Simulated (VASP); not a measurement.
**TiCo: single point with PBE+D3(BJ)+U**

TiCo:

```xyz
2
Lattice="2.9861 0.0000 0.0000 0.0000 2.9861 0.0000 0.0000 0.0000 2.9861" Properties=species:S:1:pos:R:3 pbc="T T T"
Co    1.4931    1.4931    1.4931
Ti    0.0000    0.0000    0.0000
```

- Program: VASP 6.6.1
- Task: single point
- Functional: PBE
- Dispersion: D3(BJ)
- Potentials or basis: VASP PAW PBE potentials, release 64 (Co, Ti_sv)
- Cutoff: 520 eV
- k mesh: 9 × 9 × 9
- Occupations: methfessel-paxton, width 0.1 eV
- Spin: collinear spin, ferrimagnetic start
- Starting moments: [2.0, -1.0] μB
- Hubbard terms: Co d U = 5.3 eV, Ti d U = 4.0 eV
- Dipole correction: no
- Further INCAR settings: ALGO = Fast; EDIFF = 1e-06; NBANDS = 22

```json
{
  "Pressure": "11.0 GPa",
  "Band gap on the k mesh": "zero (filled and empty bands overlap)",
  "Net moment": "0.99 μB per cell",
  "Site moments": "Co +1.78; Ti -0.54 μB",
  "Valence electrons inside the program's atomic spheres": "Co 8.43; Ti 10.19",
  "Dispersion energy per atom": "-0.538 eV"
}
```

Levels at points of the mesh, in eV from the Fermi level:
Spin up:
```csv
k point,band 8,band 9,band 10,band 11,band 12,band 13,band 14,band 15
"(0.00, 0.00, 0.00)",-3.68,-3.68,-3.68,0.74,0.74,3.12,3.12,3.12
```
Spin down:
```
           k point  band 8  band 9  band 10  band 11  band 12  band 13
(0.00, 0.00, 0.00)   -2.40   -2.40    -2.40     2.69     2.69     2.69
```

Eigenvalues of the final occupation matrices:
| site | spin | trace | eigenvalues |
| --- | --- | --- | --- |
| site 1 d | 1 | 4.58 | 0.90 0.90 0.90 0.94 0.94 |
| site 1 d | 2 | 2.80 | 0.13 0.13 0.84 0.84 0.84 |
| site 2 d | 1 | 0.62 | 0.06 0.06 0.17 0.17 0.17 |
| site 2 d | 2 | 1.11 | 0.22 0.22 0.22 0.23 0.23 |

Run time: 20 s on 1 thread of Intel(R) Xeon(R) 6975P-C (Granite Rapids) (shared host), peak memory 0.17 GiB.

Caveat: pairwise dispersion overbinds metals, which lowers pressure and volume; the U is typed as a test and isn't derived for this compound. The state reached can hang on the start; a lower one may exist.
